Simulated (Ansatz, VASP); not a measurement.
Fe: VASP beside Ansatz

File INCAR:

```
SYSTEM = Fe
PREC     = Accurate       ! precision mode
ENCUT    = 520            ! plane-wave cutoff, eV
EDIFF    = 1E-6           ! SCF threshold, eV
ISMEAR   = -1             ! smearing method
SIGMA    = 0.05           ! smearing width, eV
LREAL    = .False.        ! projectors in reciprocal space
LASPH    = .True.         ! aspherical terms in the spheres
NELM     = 150            ! most SCF steps
ALGO     = Normal         ! electronic algorithm
ISIF     = 2              ! what is computed and relaxed
LWAVE    = .False.        ! write WAVECAR
LCHARG   = .True.         ! write CHGCAR
ISPIN    = 2              ! spin polarisation
MAGMOM   = 3              ! initial moments
LORBIT   = 11             ! projections on sites
LMAXMIX  = 4              ! l up to which the mixer works
GGA      = CA             ! functional
LELF     = .True.         ! ELF
LVHAR    = .True.       
NBANDS   = 14             ! bands
```

The input KPOINTS:

```
Automatic mesh
0
Gamma
  16 16 16
  0 0 0
```

Contents of POSCAR:

```
Fe
1.0
    0.0000000000      1.9021012276      1.9249897192
    1.4678507246      0.0000000000      1.9249897192
    1.4678507246      1.9021012276      0.0000000000
Fe
1
Direct
    0.0000000000      0.0000000000      0.0000000000
```

Input for Ansatz:

```yaml
crystal:
  lattice:
    - [0.0, 1.9021012276, 1.9249897192]
    - [1.4678507246, 0.0, 1.9249897192]
    - [1.4678507246, 1.9021012276, 0.0]
  atoms:
    - { symbol: Fe, position: [0.0, 0.0, 0.0], spin: 3.0 }
magnetization:
  spin_polarized: true
kpoints:
  mp_grid: { grid: [16, 16, 16] }
  band_path:
    path:
      - [0.0, 0.0, 0.0]
      - [0.5, 0.0, 0.5]
      - [0.5, 0.246480624, 0.746480624]
      - [0.5, 0.753519376, 0.253519376]
      - [0.5, 0.5, 0.0]
      - [0.9257107586, 0.5, 0.4257107586]
      - [0.0742892414, 0.5, 0.5742892414]
      - [0.0, 0.5, 0.5]
      - [0.076087883, 0.576087883, 0.5]
    npoints: 5
scf:
  occupations: { method: fermi_dirac, width: 0.05 }
hamiltonian:
  xc: lda
  pseudopotentials: { kind: all_electron, lapw: { basis_error: 0.0005 } }
output:
  forces: true
  stress: true
  eigenvalues: true
```

Change from the starting cell: volume scaled by 0.94.

Alike in both runs: task single point; functional LDA; k mesh 16 × 16 × 16; occupations fermi-dirac, width 0.05 eV; collinear spin.

|  | VASP | Ansatz |
| --- | --- | --- |
| version | VASP 6.6.1 | Ansatz 0.2.0 |
| potentials or method | VASP PAW LDA potentials, release 64 (Fe), cutoff 520 eV | all-electron LAPW, scalar-relativistic |

```tsv
	VASP	Ansatz	Ansatz less VASP
pressure (GPa)	-8.5	-7.5	+0.91
traceless stress, the component that is largest in VASP (GPa)	-6.80	-6.85	-0.053
net moment per atom (μB)	1.99	2.03	+0.039
size of the moment on the site where the two differ most (μB)	1.96	2.05	+0.093
```

LDA's correlation is that of Perdew and Zunger in VASP and of Perdew and Wang (1992) in Ansatz. Site moments also hang on the region over which each program counts them. Ansatz ran all-electron here, and VASP with PAW potentials.
